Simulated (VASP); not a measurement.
# SnTe (F-43m) in VASP: notebook

SnTe is run at these levels: r2SCAN, PBEsol; tasks: single point, relaxation of cell and atoms.

Everything below comes from runs of VASP 6.6.1. Logs are shortened: lines on timing, memory, paths and dates and some standing lists are left out, and cuts for length are marked.

### Step 1. The cell of the first run

The structure is cubic, space group F-43m (No. 216). Conventional cell: a = 7.168 Å, b = 7.168 Å, c = 7.168 Å, α = 90.00°, β = 90.00°, γ = 90.00°. Within 4.1 Å of Sn (site symmetry -43m) lie 4 Te at 3.10 Å. Within 4.1 Å of Te (site symmetry -43m) lie 4 Sn at 3.10 Å.

### Step 2. Single point, r2SCAN

File POSCAR:

```
SnTe
1.0
    0.0000000000      3.5839840079      3.5839840079
    3.5839840079      0.0000000000      3.5839840079
    3.5839840079      3.5839840079      0.0000000000
Sn Te
1 1
Direct
    0.0000000000      0.0000000000      0.0000000000
    0.2500000000      0.2500000000      0.2500000000
```

File INCAR.step1:

```
ALGO     = Normal         # electronic algorithm
EDIFF    = 1E-5           # SCF threshold, eV
ENCUT    = 550            # plane-wave cutoff, eV
GGA      = PE             # functional
GGA_COMPAT= False        
ISMEAR   = -1             # smearing method
LASPH    = True           # aspherical terms in the spheres
LCHARG   = False          # write CHGCAR
LREAL    = False          # projectors in reciprocal space
LWAVE    = True           # write WAVECAR
NBANDS   = 17             # bands
NELM     = 120            # most SCF steps
PREC     = Accurate       # precision mode
SIGMA    = 0.02           # smearing width, eV
```

File INCAR.step2:

```
ALGO     = Normal         # electronic algorithm
EDIFF    = 1E-6           # SCF threshold, eV
ENCUT    = 550            # plane-wave cutoff, eV
GGA_COMPAT= False        
ISIF     = 2              # what is computed and relaxed
ISMEAR   = -1             # smearing method
ISTART   = 1            
LASPH    = True           # aspherical terms in the spheres
LCHARG   = False          # write CHGCAR
LMIXTAU  = True         
LREAL    = False          # projectors in reciprocal space
LWAVE    = False          # write WAVECAR
METAGGA  = R2SCAN         # meta-GGA
NBANDS   = 17             # bands
NELM     = 120            # most SCF steps
PREC     = Accurate       # precision mode
SIGMA    = 0.02           # smearing width, eV
```

File KPOINTS:

```
k-points
0
Gamma
  6 6 6
```

Potentials or basis: VASP PAW PBE potentials, release 64 (Sn_d, Te).

On the command line:

```console
$ cat potpaw_PBE.64/Sn_d/POTCAR potpaw_PBE.64/Te/POTCAR > POTCAR
$ cp INCAR.step1 INCAR
$ mpirun -np 1 vasp_std > vasp.out
$ cp INCAR.step2 INCAR
$ mpirun -np 1 vasp_std > vasp.out
```

OUTCAR:

```text
EDIFF = 1E-6
   ENCUT = 550
   ISIF = 2
   ISMEAR = -1
   ISTART = 1
   LASPH = True
   LREAL = False
   METAGGA = R2SCAN
   NELM = 120
   PREC = Accurate

 ion  position               nearest neighbor table
   1  0.000  0.000  0.000-   2 3.10   2 3.10   2 3.10   2 3.10
   2  0.250  0.250  0.250-   1 3.10   1 3.10   1 3.10   1 3.10

  LATTYP: Found a face centered cubic cell.
 ALAT       =     7.1679680158

  Lattice vectors:

 A1 = (   0.0000000000,   3.5839840079,   3.5839840079)
 A2 = (   3.5839840079,   0.0000000000,   3.5839840079)
 A3 = (   3.5839840079,   3.5839840079,   0.0000000000)

Analysis of symmetry for initial positions (statically):
=====================================================================
 Subroutine PRICEL returns:
 Original cell was already a primitive cell.

 Routine SETGRP: Setting up the symmetry group for a
 face centered cubic supercell.

 Subroutine GETGRP returns: Found 24 space group operations
 (whereof 24 operations were pure point group operations)
 out of a pool of 48 trial point group operations.

The static configuration has the point symmetry T_d .

Analysis of symmetry for dynamics (positions and initial velocities):
=====================================================================
 Subroutine PRICEL returns:
 Original cell was already a primitive cell.

 Routine SETGRP: Setting up the symmetry group for a
 face centered cubic supercell.

 Subroutine GETGRP returns: Found 24 space group operations
 (whereof 24 operations were pure point group operations)
 out of a pool of 48 trial point group operations.

The dynamic configuration has the point symmetry T_d .

 Subroutine INISYM returns: Found 24 space group operations
 (whereof 24 operations are pure point group operations),
 and found     1 'primitive' translations

----------------------------------------------------------------------------------------

                                     Primitive cell

  volume of cell :      92.0721

  direct lattice vectors                    reciprocal lattice vectors
     0.000000000  3.583984008  3.583984008    -0.139509551  0.139509551  0.139509551
     3.583984008  0.000000000  3.583984008     0.139509551 -0.139509551  0.139509551
     3.583984008  3.583984008  0.000000000     0.139509551  0.139509551 -0.139509551

  length of vectors
     5.068518791  5.068518791  5.068518791     0.241637631  0.241637631  0.241637631

  position of ions in fractional coordinates (direct lattice)
     0.000000000  0.000000000  0.000000000
     0.250000000  0.250000000  0.250000000

  ion indices of the primitive-cell ions
   primitive index   ion index
                 1           1
                 2           2

----------------------------------------------------------------------------------------

 KPOINTS: k-points

Automatic generation of k-mesh.
 Grid dimensions read from file:
 generate k-points for:    6    6    6

 Generating k-lattice:

  Cartesian coordinates                     Fractional coordinates (reciprocal lattice)
    -0.023251592  0.023251592  0.023251592     0.166666667  0.000000000  0.000000000
     0.023251592 -0.023251592  0.023251592     0.000000000  0.166666667  0.000000000
     0.023251592  0.023251592 -0.023251592     0.000000000  0.000000000  0.166666667

  Length of vectors
     0.040272938  0.040272938  0.040272938

  Shift w.r.t. Gamma in fractional coordinates (k-lattice)
     0.000000000  0.000000000  0.000000000

 Subroutine IBZKPT returns following result:
 ===========================================

 Found     16 irreducible k-points:

 Following reciprocal coordinates:
            Coordinates               Weight
  0.000000  0.000000  0.000000      1.000000
  0.166667  0.000000  0.000000      8.000000
  0.333333  0.000000  0.000000      8.000000
  0.500000  0.000000  0.000000      4.000000
  0.166667  0.166667  0.000000      6.000000
  0.333333  0.166667  0.000000     24.000000
[... 8 lines left out ...]
 -0.333333  0.333333  0.166667     24.000000
 -0.333333  0.500000  0.166667     12.000000
   k-points           NKPTS =     16   k-points in BZ     NKDIM =     16   number of bands    NBANDS=     17
   number of dos      NEDOS =    301   number of ions     NIONS =      2
   total plane-waves  NPLWV =  64000
   dimension x,y,z NGX =    40 NGY =   40 NGZ =   40
   dimension x,y,z NGXF=    80 NGYF=   80 NGZF=   80
   ions per type =               1   1
   NGX,Y,Z   is equivalent  to a cutoff of  13.12, 13.12, 13.12 a.u.
   NGXF,Y,Z  is equivalent  to a cutoff of  26.24, 26.24, 26.24 a.u.
 SYSTEM =  unknown system
   PREC   = accura    normal or accurate (medium, high low for compatibility)
   ISTART =      1    job   : 0-new  1-cont  2-samecut
   ICHARG =      0    charge: 1-file 2-atom 10-const
   ISPIN  =      1    spin polarized calculation?
   LNONCOLLINEAR =      F non collinear calculations
   LSORBIT =      F    spin-orbit coupling
   LASPH  =      T    aspherical Exc in radial PAW
   ENCUT  =  550.0 eV  40.42 Ry    6.36 a.u.   9.69  9.69  9.69*2*pi/ulx,y,z
   NELM   =    120;   NELMIN=  2; NELMDL=  0     # of ELM steps
   EDIFF  = 0.1E-05   stopping-criterion for ELM
   LREAL  =      F    real-space projection
   EDIFFG = 0.1E-04   stopping-criterion for IOM
   NSW    =      0    number of steps for IOM
   IBRION =     -1    ionic relax: 0-MD 1-quasi-New 2-CG
   NFREE  =      0    steps in history (QN), initial steepest desc. (CG)
   ISIF   =      2    stress and relaxation
   ISYM   =      2    0-nonsym 1-usesym 2-fastsym
   POTIM  = 0.5000    time-step for ionic-motion
   TEBEG  =    0.0;   TEEND  =   0.0 temperature during run
   PSTRESS=    0.0 pullay stress
   NELECT =      20.0000    total number of electrons
   NUPDOWN=      -1.0000    fix difference up-down
   EMIN   =  10.00;   EMAX   =-10.00  energy-range for DOS
   EFERMI =   0.00;   METHOD = LEGACY
   ISMEAR =    -1;   SIGMA  =   0.02  broadening in eV -4-tet -1-fermi 0-gaus
   EFERMI_NEDOS =   21; number of points for ismear=-14 and -15
   IALGO  =     38    algorithm
   IMIX   =      4    mixing-type and parameters
     AMIX     =   0.40;   BMIX     =  1.00
     AMIX_MAG =   1.60;   BMIX_MAG =  1.00
  volume/ion in A,a.u.               =      46.04       310.67
  Fermi-wavevector in a.u.,A,eV,Ry     =   0.984107  1.859692 13.176775  0.968466
  Thomas-Fermi vector in A             =   2.115314
   LORBIT       =      0    0 simple, 1 ext, 2 COOP (PROOUT), +10 PAW based schemes
   METAGGA = R2SCAN    functional components
   LHFCALC =     F    Hartree Fock is set to
   AEXX    =    0.0000 exact exchange contribution
   IVDW    =     0    specifies the selected vdW correction
   LEPSILON=     F    determine dielectric tensor
   LRPA    =     F    only Hartree local field effects (RPA)
 non-spin polarized calculation
  energy-cutoff  :      550.00
  volume of cell :       92.07
 maximum number of plane-waves:      2733
   NGX = 19   NGY = 19   NGZ = 19

 number of electron      20.0000005 magnetization

 Free energy of the ion-electron system (eV)
  ---------------------------------------------------
  ext. energy  EPLUGINS =         0.00000000
  ---------------------------------------------------
  free energy    TOTEN  =       -50.06759554 eV

  energy without entropy =      -50.06758386  energy(sigma->0) =      -50.06758970

 E-fermi :   3.2921     XC(G=0):  -8.0479

 val. band max:        3.1307065549   @ k =  -0.3333   0.5000   0.1667
 cond. band min:       3.4257612996   @ k =   0.5000   0.5000   0.0000
 fundamental gap:      0.2950547447
 Fermi energy:         3.2920766431

 k-point     1 :       0.0000    0.0000    0.0000
  band No.  band energies     occupation
      1     -19.2611      2.00000
      2     -19.2611      2.00000
      3     -19.2611      2.00000
      4     -19.2464      2.00000
      5     -19.2464      2.00000
      6      -8.8954      2.00000
[... 9 lines left out ...]
     16      10.0730      0.00000
     17      11.2286      0.00000

 k-point     2 :       0.1667    0.0000    0.0000
  band No.  band energies     occupation
      1     -19.2615      2.00000
      2     -19.2606      2.00000
      3     -19.2606      2.00000
      4     -19.2464      2.00000
      5     -19.2464      2.00000
      6      -8.7660      2.00000
[... 9 lines left out ...]
     16       9.5132      0.00000
     17      10.6579      0.00000

 k-point     3 :       0.3333    0.0000    0.0000
  band No.  band energies     occupation
      1     -19.2624      2.00000
      2     -19.2598      2.00000
      3     -19.2598      2.00000
      4     -19.2463      2.00000
      5     -19.2463      2.00000
      6      -8.4633      2.00000
[... 9 lines left out ...]
     16       9.6651      0.00000
     17      10.9336      0.00000

 k-point     4 :       0.5000    0.0000    0.0000
  band No.  band energies     occupation
      1     -19.2628      2.00000
      2     -19.2594      2.00000
      3     -19.2594      2.00000
      4     -19.2462      2.00000
      5     -19.2462      2.00000
      6      -8.2799      2.00000
[... 9 lines left out ...]
     16      10.5676      0.00000
     17      10.5676      0.00000
[... 183 lines left out ...]
      1     -19.2637      2.00000
      2     -19.2590      2.00000
      3     -19.2585      2.00000
      4     -19.2468      2.00000
      5     -19.2459      2.00000
      6      -8.2306      2.00000
[... 9 lines left out ...]
     16      11.0105      0.00000
     17      12.0949      0.00000

 k-point    15 :      -0.3333    0.3333    0.1667
  band No.  band energies     occupation
      1     -19.2638      2.00000
      2     -19.2590      2.00000
      3     -19.2580      2.00000
      4     -19.2467      2.00000
      5     -19.2460      2.00000
      6      -8.0921      2.00000
[... 9 lines left out ...]
     16      10.8278      0.00000
     17      11.8787      0.00000

 k-point    16 :      -0.3333    0.5000    0.1667
  band No.  band energies     occupation
      1     -19.2646      2.00000
      2     -19.2585      2.00000
      3     -19.2576      2.00000
      4     -19.2470      2.00000
      5     -19.2457      2.00000
      6      -8.0223      2.00000
[... 9 lines left out ...]
     16      11.5665      0.00000
     17      11.6812      0.00000

------------------------ aborting loop because EDIFF is reached ----------------------------------------

  FORCE on cell =-STRESS in cart. coord.  units (eV):
  Direction    XX          YY          ZZ          XY          YZ          ZX
  --------------------------------------------------------------------------------------
  -------------------------------------------------------------------------------------
  Total       -0.0000667     -0.0000667     -0.0000667      0.0000000      0.0000000     -0.0000000
  in kB       -0.0011606     -0.0011606     -0.0011606      0.0000000      0.0000000     -0.0000000
  external PRESSURE =      -0.0011606 kB  Pullay stress =       0.0000000 kB

 VOLUME and BASIS-vectors are now :
 -----------------------------------------------------------------------------
  energy-cutoff  :      550.00
  volume of cell :       92.07
      direct lattice vectors                 reciprocal lattice vectors
     0.000000000  3.583984008  3.583984008    -0.139509551  0.139509551  0.139509551
     3.583984008  0.000000000  3.583984008     0.139509551 -0.139509551  0.139509551
     3.583984008  3.583984008  0.000000000     0.139509551  0.139509551 -0.139509551

 POSITION                                       TOTAL-FORCE (eV/Angst)
 -----------------------------------------------------------------------------------
      0.00000      0.00000      0.00000        -0.000000     -0.000000     -0.000000
      1.79199      1.79199      1.79199         0.000000      0.000000      0.000000
 -----------------------------------------------------------------------------------
    total drift:                               -0.000000     -0.000000     -0.000000

  FREE ENERGIE OF THE ION-ELECTRON SYSTEM (eV)
  ---------------------------------------------------
  free  energy   TOTEN  =       -50.0675955369 eV

  energy  without entropy=      -50.0675838629  energy(sigma->0) =      -50.06758970
```

Run time: 72 s. Hardware: 1 thread of AMD EPYC 9R45 (Zen 5), shared host; peak memory 0.23 GiB.

What came out:

* Free energy: -50.0676 eV
* Pressure: 0.0 GPa
* Band gap on the k mesh: 0.30 eV, indirect (least direct gap 0.87 eV)

Levels at points of the mesh, in eV from the valence-band top:
| k point | band 6 | band 7 | band 8 | band 9 | band 10 | band 11 | band 12 | band 13 | band 14 | band 15 |
| --- | --- | --- | --- | --- | --- | --- | --- | --- | --- | --- |
| (0.00, 0.00, 0.00) | -12.03 | -5.00 | -2.03 | -2.03 | -2.03 | 1.22 | 1.22 | 1.22 | 4.44 | 6.94 |
| (0.50, 0.00, 0.00) | -11.41 | -7.19 | -2.60 | -2.60 | -1.97 | 2.07 | 2.07 | 3.86 | 6.03 | 6.76 |
| (0.50, 0.50, 0.00) | -11.16 | -7.59 | -3.30 | -3.30 | -0.57 | 0.30 | 4.36 | 4.36 | 5.89 | 6.88 |

Caveat: the PAW data sets were made with another functional, which shifts forces and pressure a little; spin-orbit coupling is left out, which moves the levels of the heavy elements.

### Step 3. Single point, r2SCAN

POSCAR is that of step 2.

File INCAR.step1:

```
SYSTEM = SnTe
PREC = Accurate
ENCUT = 550
ISMEAR = -1
SIGMA = 0.02
LREAL = .False.
LASPH = .True.
NELM = 120
NBANDS = 17
GGA = PE
ALGO = Normal
EDIFF = 1E-5
LWAVE = .True.
LCHARG = .False.
GGA_COMPAT = .False.
```

File INCAR.step2:

```
SYSTEM = SnTe
PREC = Accurate
ENCUT = 550
EDIFF = 1E-6
ISMEAR = -1
SIGMA = 0.02
LREAL = .False.
LASPH = .True.
NELM = 120
ALGO = Normal
ISIF = 2
LWAVE = .False.
LCHARG = .False.
METAGGA = R2SCAN
LMIXTAU = .True.
NBANDS = 17
ISTART = 1
GGA_COMPAT = .False.
```

File KPOINTS:

```
regular mesh
0
Gamma
  6 6 6
  0 0 0
```

Potentials or basis: VASP PAW PBE potentials, release 64 (Sn_d, Te).

On the command line:

```console
$ cat potpaw_PBE.64/Sn_d/POTCAR potpaw_PBE.64/Te/POTCAR > POTCAR
$ cp INCAR.step1 INCAR
$ mpirun -np 1 vasp_std > vasp.out
$ cp INCAR.step2 INCAR
$ mpirun -np 1 vasp_std > vasp.out
```

It took 72 s on 1 thread of AMD EPYC 9R45 (Zen 5), shared host; peak memory 0.23 GiB.

Results (log left out):

```yaml
Free_energy: -50.0676 eV
Pressure: 0.0 GPa
Band_gap_on_the_k_mesh: 0.30 eV, indirect (least direct gap 0.87 eV)
```

Levels at points of the mesh, in eV from the valence-band top:
```csv
k point,band 7,band 8,band 9,band 10,band 11,band 12,band 13,band 14
"(0.00, 0.00, 0.00)",-5.00,-2.03,-2.03,-2.03,1.22,1.22,1.22,4.44
"(0.50, 0.00, 0.00)",-7.19,-2.60,-2.60,-1.97,2.07,2.07,3.86,6.03
"(0.50, 0.50, 0.00)",-7.59,-3.30,-3.30,-0.57,0.30,4.36,4.36,5.89
```

Caveat: the PAW data sets were made with another functional, which shifts forces and pressure a little; spin-orbit coupling is left out, which moves the levels of the heavy elements.

### Step 4. Relaxation of cell and atoms, PBEsol

This run uses another cell than the first one, of 47.02 Å³/atom, 1.021 times its volume.

File INCAR:

```
SYSTEM = SnTe
PREC = Accurate
ENCUT = 500
EDIFF = 1E-7
ISMEAR = -1
SIGMA = 0.02
LREAL = .False.
LASPH = .True.
NELM = 120
ALGO = Normal
ISIF = 3
LWAVE = .False.
LCHARG = .False.
GGA = PS
IBRION = 2
NSW = 80
EDIFFG = -0.005
GGA_COMPAT = .False.
NELMIN = 4
```

File KPOINTS:

```
Automatic mesh
0
Gamma
  6 6 6
  0 0 0
```

File POSCAR:

```
SnTe
1.0
    0.0000000000      3.6092621520      3.6092621520
    3.6092621520      0.0000000000      3.6092621520
    3.6092621520      3.6092621520      0.0000000000
Sn Te
1 1
Direct
    0.0000000000      0.0000000000      0.0000000000
    0.2500000000      0.2500000000      0.2500000000
```

On the command line:

```console
$ cat potpaw_PBE.64/Sn_d/POTCAR potpaw_PBE.64/Te/POTCAR > POTCAR
$ mpirun -np 1 vasp_std > vasp.out
```

It took 40 s on 1 thread of AMD EPYC 9R45 (Zen 5), shared host; peak memory 0.21 GiB.

Results (log left out):

| Property | Result |
| --- | --- |
| Free energy | -7.6245 eV |
| Relaxed volume | 44.51 Å³/atom |
| Relaxed cell | a = 5.012 Å, b = 5.012 Å, c = 5.012 Å, α = 60.00°, β = 60.00°, γ = 60.00° |
| Space group after relaxing (to 0.05 Å) | F-43m (No. 216) |
| Energy gained by relaxing | 10.7 meV/atom |
| Ionic steps | 3 |
| Pressure after relaxing | 0.0 GPa |
| Band gap on the k mesh | 0.08 eV, indirect (least direct gap 0.69 eV) |

The path:
| step | energy change (eV) | largest force (eV/Å) | pressure (GPa) | volume (Å³) |
| --- | --- | --- | --- | --- |
| 1 | 0.0000 | 0.0000 | -1.32 | 94.03 |
| 2 | -0.0214 | 0.0000 | 0.05 | 88.86 |
| 3 | -0.0214 | 0.0000 | 0.00 | 89.02 |

Final structure:
```
CELL_PARAMETERS angstrom
0.00000 3.54399 3.54399
3.54399 0.00000 3.54399
3.54399 3.54399 0.00000
ATOMIC_POSITIONS crystal
Sn 0.00000 0.00000 0.00000
Te 0.25000 0.25000 0.25000
```

Levels at points of the mesh, in eV from the valence-band top:
| k point | band 7 | band 8 | band 9 | band 10 | band 11 | band 12 | band 13 | band 14 |
| --- | --- | --- | --- | --- | --- | --- | --- | --- |
| (0.00, 0.00, 0.00) | -4.93 | -1.94 | -1.94 | -1.94 | 1.07 | 1.07 | 1.07 | 4.08 |
| (0.50, 0.00, 0.00) | -7.05 | -2.51 | -2.51 | -2.01 | 1.91 | 1.91 | 3.72 | 5.64 |
| (0.50, 0.50, 0.00) | -7.44 | -3.23 | -3.23 | -0.61 | 0.08 | 4.21 | 4.21 | 5.54 |

Caveat: the PAW data sets were made with another functional, which shifts forces and pressure a little; spin-orbit coupling is left out, which moves the levels of the heavy elements. A k mesh can miss the band edges.
